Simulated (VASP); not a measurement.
# Mg7Te (I4/mmm) in VASP: a series of runs

The runs below take Mg7Te through single point, relaxation of cell and atoms, with PBE.

All numbers are computed with VASP 6.6.1; they aren't measurements. Logs are shortened: lines on timing, memory, paths and dates and some standing lists are left out, and cuts for length are marked.

### 1 The cell of the first run

Symmetry: I4/mmm, No. 139, tetragonal system. The conventional cell has a = 8.109 Å, b = 8.109 Å, c = 10.853 Å, α = 90.00°, β = 90.00°, γ = 90.00°. Mg (site symmetry -4m2) has 4 Mg at 3.03 Å within 4.0 Å. Mg (site symmetry m2m) has 4 Mg at 2.70 to 3.03 Å within 3.6 Å. Within 3.6 Å of Mg (site symmetry 4/mmm) lie 4 Mg at 2.70 Å. Within 5.8 Å of Te (site symmetry 4/mmm) lie 22 Mg at 4.28 to 5.73 Å.

The cell was generated, and may not be a known phase.

### 2 Single point, PBE

INCAR reads:

```
PREC = Accurate ; ENCUT = 520
EDIFF = 1E-6 ; ISMEAR = 0
SIGMA = 0.2 ; LREAL = False
LASPH = True ; NELM = 60
ALGO = Normal ; ISIF = 2
LWAVE = False ; LCHARG = False
GGA = PE ; NBANDS = 20
```

KPOINTS reads:

```
Automatic mesh
0
Gamma
  4 4 4
```

POSCAR reads:

```
Mg7Te
1.0
   -4.0547272478      4.0547272478      5.4265574827
    4.0547272478     -4.0547272478      5.4265574827
    4.0547272478      4.0547272478     -5.4265574827
Mg Te
7 1
Direct
    0.7500000000      0.2500000000      0.5000000000
    0.2500000000      0.7500000000      0.5000000000
    0.0000000000      0.6674867305      0.6674867305
    0.0000000000      0.3325132695      0.3325132695
    0.3325132695      0.0000000000      0.3325132695
    0.6674867305      0.0000000000      0.6674867305
    0.0000000000      0.0000000000      0.0000000000
    0.5000000000      0.5000000000      0.0000000000
```

Potentials or basis: VASP PAW PBE potentials, release 64 (Mg, Te).

On the command line:

```sh
$ cat potpaw_PBE.64/Mg/POTCAR potpaw_PBE.64/Te/POTCAR > POTCAR
$ mpirun -np 1 vasp_std > vasp.out
```

OUTCAR:

```text
PREC = Accurate
   ENCUT = 520
   EDIFF = 1E-6
   ISMEAR = 0
   LREAL = False
   LASPH = True
   NELM = 60
   ISIF = 2
   GGA = PE

 ion  position               nearest neighbor table
   1  0.750  0.250  0.500-   3 3.03   4 3.03   5 3.03   6 3.03
   2  0.250  0.750  0.500-   3 3.03   4 3.03   5 3.03   6 3.03
   3  0.000  0.667  0.667-   7 2.70   4 2.72   1 3.03   2 3.03
   4  0.000  0.333  0.333-   7 2.70   3 2.72   1 3.03   2 3.03
   5  0.333  0.000  0.333-   7 2.70   6 2.72   1 3.03   2 3.03
   6  0.667  0.000  0.667-   7 2.70   5 2.72   1 3.03   2 3.03
   7  0.000  0.000  0.000-   3 2.70   4 2.70   5 2.70   6 2.70
   8  0.500  0.500  0.000-

  LATTYP: Found a body centered tetragonal cell.
 ALAT       =     8.1094544956
 C/A-ratio  =     1.3383286103

  Lattice vectors:

 A1 = (  -4.0547272478,   4.0547272478,   5.4265574827)
 A2 = (   4.0547272478,  -4.0547272478,   5.4265574827)
 A3 = (   4.0547272478,   4.0547272478,  -5.4265574827)

Analysis of symmetry for initial positions (statically):
=====================================================================
 Subroutine PRICEL returns:
 Original cell was already a primitive cell.

 Routine SETGRP: Setting up the symmetry group for a
 body centered tetragonal supercell.

 Subroutine GETGRP returns: Found 16 space group operations
 (whereof 16 operations were pure point group operations)
 out of a pool of 16 trial point group operations.

The static configuration has the point symmetry D_4h.

Analysis of symmetry for dynamics (positions and initial velocities):
=====================================================================
 Subroutine PRICEL returns:
 Original cell was already a primitive cell.

 Routine SETGRP: Setting up the symmetry group for a
 body centered tetragonal supercell.

 Subroutine GETGRP returns: Found 16 space group operations
 (whereof 16 operations were pure point group operations)
 out of a pool of 16 trial point group operations.

The dynamic configuration has the point symmetry D_4h.

 Subroutine INISYM returns: Found 16 space group operations
 (whereof 16 operations are pure point group operations),
 and found     1 'primitive' translations

----------------------------------------------------------------------------------------

                                     Primitive cell

  volume of cell :     356.8681

  direct lattice vectors                    reciprocal lattice vectors
    -4.054727248  4.054727248  5.426557483     0.000000000  0.123312857  0.092139446
     4.054727248 -4.054727248  5.426557483     0.123312857  0.000000000  0.092139446
     4.054727248  4.054727248 -5.426557483     0.123312857  0.123312857  0.000000000

  length of vectors
     7.894881394  7.894881394  7.894881394     0.153934201  0.153934201  0.174390714

  position of ions in fractional coordinates (direct lattice)
     0.750000000  0.250000000  0.500000000
     0.250000000  0.750000000  0.500000000
     0.000000000  0.667486731  0.667486731
     0.000000000  0.332513269  0.332513269
     0.332513269  0.000000000  0.332513269
     0.667486731  0.000000000  0.667486731
     0.000000000  0.000000000  0.000000000
     0.500000000  0.500000000  0.000000000

  ion indices of the primitive-cell ions
   primitive index   ion index
                 1           1
                 2           2
                 3           3
                 4           4
                 5           5
                 6           6
                 7           7
                 8           8

----------------------------------------------------------------------------------------

 KPOINTS: Automatic mesh

Automatic generation of k-mesh.
 Grid dimensions read from file:
 generate k-points for:    4    4    4

 Generating k-lattice:

  Cartesian coordinates                     Fractional coordinates (reciprocal lattice)
     0.000000000  0.030828214  0.023034861     0.250000000  0.000000000 -0.000000000
     0.030828214  0.000000000  0.023034861     0.000000000  0.250000000 -0.000000000
     0.030828214  0.030828214  0.000000000     0.000000000  0.000000000  0.250000000

  Length of vectors
     0.038483550  0.038483550  0.043597679

  Shift w.r.t. Gamma in fractional coordinates (k-lattice)
     0.000000000  0.000000000  0.000000000

 Subroutine IBZKPT returns following result:
 ===========================================

 Found     13 irreducible k-points:

 Following reciprocal coordinates:
            Coordinates               Weight
  0.000000  0.000000  0.000000      1.000000
  0.250000 -0.000000  0.000000      8.000000
  0.500000 -0.000000  0.000000      4.000000
  0.250000  0.250000  0.000000      8.000000
  0.500000  0.250000  0.000000     16.000000
 -0.250000  0.250000  0.000000      4.000000
  0.500000  0.500000  0.000000      2.000000
  0.250000  0.250000  0.250000      2.000000
 -0.250000  0.250000  0.250000      4.000000
  0.500000  0.500000  0.250000      4.000000
 -0.250000  0.500000  0.250000      8.000000
 -0.250000 -0.250000  0.250000      2.000000
  0.500000  0.500000  0.500000      1.000000
   k-points           NKPTS =     13   k-points in BZ     NKDIM =     13   number of bands    NBANDS=     20
   number of dos      NEDOS =    301   number of ions     NIONS =      8
   total plane-waves  NPLWV = 216000
   dimension x,y,z NGX =    60 NGY =   60 NGZ =   60
   dimension x,y,z NGXF=   120 NGYF=  120 NGZF=  120
   ions per type =               7   1
   NGX,Y,Z   is equivalent  to a cutoff of  12.63, 12.63, 12.63 a.u.
   NGXF,Y,Z  is equivalent  to a cutoff of  25.27, 25.27, 25.27 a.u.
 SYSTEM =  unknown system
   PREC   = accura    normal or accurate (medium, high low for compatibility)
   ISTART =      0    job   : 0-new  1-cont  2-samecut
   ICHARG =      2    charge: 1-file 2-atom 10-const
   ISPIN  =      1    spin polarized calculation?
   LNONCOLLINEAR =      F non collinear calculations
   LSORBIT =      F    spin-orbit coupling
   LASPH  =      T    aspherical Exc in radial PAW
   ENCUT  =  520.0 eV  38.22 Ry    6.18 a.u.  14.68 14.68 14.68*2*pi/ulx,y,z
   NELM   =     60;   NELMIN=  2; NELMDL= -5     # of ELM steps
   EDIFF  = 0.1E-05   stopping-criterion for ELM
   LREAL  =      F    real-space projection
   EDIFFG = 0.1E-04   stopping-criterion for IOM
   NSW    =      0    number of steps for IOM
   IBRION =     -1    ionic relax: 0-MD 1-quasi-New 2-CG
   NFREE  =      0    steps in history (QN), initial steepest desc. (CG)
   ISIF   =      2    stress and relaxation
   ISYM   =      2    0-nonsym 1-usesym 2-fastsym
   POTIM  = 0.5000    time-step for ionic-motion
   TEBEG  =    0.0;   TEEND  =   0.0 temperature during run
   PSTRESS=    0.0 pullay stress
   NELECT =      20.0000    total number of electrons
   NUPDOWN=      -1.0000    fix difference up-down
   EMIN   =  10.00;   EMAX   =-10.00  energy-range for DOS
   EFERMI =   0.00;   METHOD = LEGACY
   ISMEAR =     0;   SIGMA  =   0.20  broadening in eV -4-tet -1-fermi 0-gaus
   EFERMI_NEDOS =   21; number of points for ismear=-14 and -15
   IALGO  =     38    algorithm
   IMIX   =      4    mixing-type and parameters
     AMIX     =   0.40;   BMIX     =  1.00
     AMIX_MAG =   1.60;   BMIX_MAG =  1.00
  volume/ion in A,a.u.               =      44.61       301.03
  Fermi-wavevector in a.u.,A,eV,Ry     =   0.626492  1.183898  5.340183  0.392492
  Thomas-Fermi vector in A             =   1.687764
   LORBIT       =      0    0 simple, 1 ext, 2 COOP (PROOUT), +10 PAW based schemes
   GGA     = PE    functional components
   LHFCALC =     F    Hartree Fock is set to
   AEXX    =    0.0000 exact exchange contribution
   IVDW    =     0    specifies the selected vdW correction
   LEPSILON=     F    determine dielectric tensor
   LRPA    =     F    only Hartree local field effects (RPA)
 non-spin polarized calculation
 Gauss-broadening in eV      SIGMA  =   0.20
  energy-cutoff  :      520.00
  volume of cell :      356.87
 maximum number of plane-waves:      9657
 NGX is ok and might be reduce to    60
   NGX = 29   NGY = 29   NGZ = 29

 number of electron      20.0000000 magnetization

 Free energy of the ion-electron system (eV)
  ---------------------------------------------------
  ext. energy  EPLUGINS =         0.00000000
  ---------------------------------------------------
  free energy    TOTEN  =        -7.88936041 eV

  energy without entropy =       -7.75051521  energy(sigma->0) =       -7.81993781

 E-fermi :  -0.1773     XC(G=0):  -6.4125

 val. band max:       -0.1846352074   @ k =  -0.2500   0.5000   0.2500
 cond. band min:      -0.1291256714   @ k =  -0.2500   0.5000   0.2500
 fundamental gap:      0.0555095360
 Fermi energy:        -0.1772930237

 k-point     1 :       0.0000    0.0000    0.0000
  band No.  band energies     occupation
      1      -9.3267      2.00000
      2      -4.7892      2.00000
      3      -2.8790      2.00000
      4      -2.2149      2.00000
      5      -2.1203      2.00000
      6      -1.7702      2.00000
[... 12 lines left out ...]
     19       3.7349      0.00000
     20       4.3214      0.00000

 k-point     2 :       0.2500   -0.0000    0.0000
  band No.  band energies     occupation
      1      -9.3239      2.00000
      2      -4.6651      2.00000
      3      -3.3813      2.00000
      4      -2.5962      2.00000
      5      -1.8312      2.00000
      6      -1.7499      2.00000
[... 12 lines left out ...]
     19       3.0416      0.00000
     20       3.7787      0.00000
[... 212 lines left out ...]
      3      -3.4952      2.00000
      4      -2.3491      2.00000
      5      -1.9668      2.00000
      6      -1.9668      2.00000
[... 12 lines left out ...]
     19       3.4055      0.00000
     20       3.4055      0.00000

 k-point    13 :       0.5000    0.5000    0.5000
  band No.  band energies     occupation
      1      -9.3214      2.00000
      2      -4.3105      2.00000
      3      -3.7918      2.00000
      4      -2.7826      2.00000
      5      -2.1233      2.00000
      6      -2.1233      2.00000
[... 12 lines left out ...]
     19       3.4557      0.00000
     20       3.4557      0.00000

------------------------ aborting loop because EDIFF is reached ----------------------------------------

  FORCE on cell =-STRESS in cart. coord.  units (eV):
  Direction    XX          YY          ZZ          XY          YZ          ZX
  --------------------------------------------------------------------------------------
  -------------------------------------------------------------------------------------
  Total        0.0970771      0.0970771     -0.1502338      0.0000000      0.0000000      0.0000000
  in kB        0.4358324      0.4358324     -0.6744824      0.0000000      0.0000000      0.0000000
  external PRESSURE =       0.0657275 kB  Pullay stress =       0.0000000 kB

 VOLUME and BASIS-vectors are now :
 -----------------------------------------------------------------------------
  energy-cutoff  :      520.00
  volume of cell :      356.87
      direct lattice vectors                 reciprocal lattice vectors
    -4.054727248  4.054727248  5.426557483     0.000000000  0.123312857  0.092139446
     4.054727248 -4.054727248  5.426557483     0.123312857  0.000000000  0.092139446
     4.054727248  4.054727248 -5.426557483     0.123312857  0.123312857  0.000000000

 POSITION                                       TOTAL-FORCE (eV/Angst)
 -----------------------------------------------------------------------------------
     -0.00000      4.05473      2.71328        -0.000000     -0.000000      0.000000
      4.05473     -0.00000      2.71328        -0.000000      0.000000     -0.000000
      5.41295      0.00000      0.00000        -0.016295     -0.000000      0.000000
      2.69650      0.00000      0.00000         0.016295      0.000000      0.000000
      0.00000      2.69650      0.00000        -0.000000      0.016295      0.000000
      0.00000      5.41295      0.00000        -0.000000     -0.016295      0.000000
      0.00000      0.00000      0.00000        -0.000000      0.000000      0.000000
      0.00000      0.00000      5.42656        -0.000000      0.000000      0.000000
 -----------------------------------------------------------------------------------
    total drift:                               -0.000000     -0.000000      0.000000

  FREE ENERGIE OF THE ION-ELECTRON SYSTEM (eV)
  ---------------------------------------------------
  free  energy   TOTEN  =        -7.8893604055 eV

  energy  without entropy=       -7.7505152122  energy(sigma->0) =       -7.81993781
```

It took 3.5 min on 1 thread of Intel Xeon 8259CL, shared host; peak memory 0.52 GiB.

What came out:

* Free energy: -7.8894 eV
* Pressure: 0.0 GPa
* Largest force: 0.016 eV/Å
* Band gap on the k mesh: zero (bands 10 and 11 overlap by 0.49 eV)

Forces in eV/Å, atoms in the order of the input:
```
Mg   0.000  0.000  0.000
Mg   0.000  0.000  0.000
Mg  -0.016  0.000  0.000
Mg   0.016  0.000  0.000
Mg   0.000  0.016  0.000
Mg   0.000 -0.016  0.000
Mg   0.000  0.000  0.000
Te   0.000  0.000  0.000
```

Stress tensor (GPa, compression positive):
```
 0.04  0.00  0.00
 0.00  0.04  0.00
 0.00  0.00 -0.07
```

Caveat: semilocal functionals underestimate gaps, and a narrow one can read as zero; spin-orbit coupling is left out, which moves the levels of the heavy elements.

### 3 Relaxation of cell and atoms, PBE

This run uses another cell than the first one, of 22.51 Å³/atom.

INCAR reads:

```
SYSTEM = Mg7Te
PREC     = Accurate       ! precision mode
ENCUT    = 600            ! plane-wave cutoff, eV
EDIFF    = 1E-6           ! SCF threshold, eV
ISMEAR   = 0              ! smearing method
SIGMA    = 0.2            ! smearing width, eV
LREAL    = .False.        ! projectors in reciprocal space
LASPH    = .True.         ! aspherical terms in the spheres
NELM     = 80             ! most SCF steps
ALGO     = Normal         ! electronic algorithm
ISIF     = 3              ! what is computed and relaxed
LWAVE    = .False.        ! write WAVECAR
LCHARG   = .False.        ! write CHGCAR
GGA      = PE             ! functional
IBRION   = 2              ! ionic algorithm
NSW      = 36             ! ionic steps
EDIFFG   = -0.08          ! ionic threshold
```

KPOINTS reads:

```
regular mesh
0
Gamma
  4 4 4
  0 0 0
```

POSCAR reads:

```
Mg7Te
1.0
   -3.1327213600      3.1327213600      4.5881141700
    3.1327213600     -3.1327213600      4.5881141700
    3.1327213600      3.1327213600     -4.5881141700
Mg Te
7 1
Direct
    0.7500000000      0.2500000000      0.5000000000
    0.2500000000      0.7500000000      0.5000000000
    0.0000000000      0.6691027700      0.6691027700
    0.0000000000      0.3308972300      0.3308972300
    0.3308972300      0.0000000000      0.3308972300
    0.6691027700      0.0000000000      0.6691027700
    0.0000000000      0.0000000000      0.0000000000
    0.5000000000      0.5000000000      0.0000000000
```

Potentials or basis: VASP PAW PBE potentials, release 64 (Mg, Te).

On the command line:

```sh
$ cat potpaw_PBE.64/Mg/POTCAR potpaw_PBE.64/Te/POTCAR > POTCAR
$ mpirun -np 1 vasp_std > vasp.out
```

It took 13 min on 1 thread of Intel Xeon 8259CL, shared host; peak memory 0.44 GiB.

Results (log left out):

```
Free energy                           : -7.8864 eV
Relaxed volume                        : 44.44 Å³/atom
Relaxed cell                          : a = 7.887 Å, b = 7.887 Å, c = 7.887 Å, α = 118.26°, β = 118.26°, γ = 93.05°
Space group after relaxing (to 0.1 Å) : I4/mmm (No. 139)
Energy gained by relaxing             : 1170.2 meV/atom
Ionic steps                           : 8
Pressure after relaxing               : 0.1 GPa
Largest force after relaxing          : 0.035 eV/Å
Band gap on the k mesh                : zero (bands 10 and 11 overlap by 0.49 eV)
```

Forces on the atoms (eV/Å):
```
Mg   0.000  0.000  0.000
Mg   0.000  0.000  0.000
Mg   0.035  0.000  0.000
Mg  -0.035  0.000  0.000
Mg   0.000 -0.035  0.000
Mg   0.000  0.035  0.000
Mg   0.000  0.000  0.000
Te   0.000  0.000  0.000
```

Stress tensor (GPa, compression positive):
```
 0.10  0.00  0.00
 0.00  0.10  0.00
 0.00  0.00 -0.03
```

Step by step:
| step | energy change (eV) | largest force (eV/Å) | pressure (GPa) | volume (Å³) |
| --- | --- | --- | --- | --- |
| 1 | 0.0000 | 0.0715 | 28.55 | 180.11 |
| 2 | -8.9882 | 0.2171 | 2.35 | 305.95 |
| 3 | -9.2556 | 0.2373 | 0.96 | 331.33 |
| 4 | -9.2686 | 0.2574 | -0.75 | 386.18 |
| 5 | -9.3350 | 0.2514 | -0.13 | 361.07 |
| 6 | -9.3356 | 0.2501 | 0.00 | 356.62 |
| 7 | -9.3561 | 0.0960 | 0.03 | 356.05 |
| 8 | -9.3618 | 0.0355 | 0.06 | 355.54 |

Final structure:
```yaml
crystal:
  lattice:
    - [-4.04702, 4.04702, 5.42697]
    - [4.04702, -4.04702, 5.42697]
    - [4.04702, 4.04702, -5.42697]
  atoms:
    - { symbol: Mg, position: [0.75000, 0.25000, 0.50000] }
    - { symbol: Mg, position: [0.25000, 0.75000, 0.50000] }
    - { symbol: Mg, position: [0.00000, 0.66685, 0.66685] }
    - { symbol: Mg, position: [0.00000, 0.33315, 0.33315] }
    - { symbol: Mg, position: [0.33315, 0.00000, 0.33315] }
    - { symbol: Mg, position: [0.66685, 0.00000, 0.66685] }
    - { symbol: Mg, position: [0.00000, 0.00000, 0.00000] }
    - { symbol: Te, position: [0.50000, 0.50000, 0.00000] }
```

Levels at points of the mesh, in eV from the Fermi level:
| k point | band 8 | band 9 | band 10 | band 11 | band 12 | band 13 |
| --- | --- | --- | --- | --- | --- | --- |
| (0.00, 0.00, 0.00) | -0.68 | -0.68 | -0.46 | 0.05 | 0.85 | 0.85 |
| (0.50, 0.00, 0.00) | -1.11 | -0.32 | -0.11 | 0.08 | 0.94 | 1.44 |
| (0.50, 0.50, 0.00) | -0.26 | 0.16 | 0.38 | 0.42 | 0.48 | 0.61 |
| (0.50, 0.50, 0.50) | -0.43 | -0.43 | -0.08 | 0.74 | 1.90 | 1.90 |

Caveat: the volume moved by over 15 % at a fixed basis, so the end points are rough; semilocal functionals underestimate gaps, and a narrow one can read as zero; spin-orbit coupling is left out, which moves the levels of the heavy elements; the relaxation stopped at a loose force limit of 0.08 eV/Å, so its end isn't a converged minimum.

The gap in the log of VASP goes by the Fermi energy; the results here count the filled bands.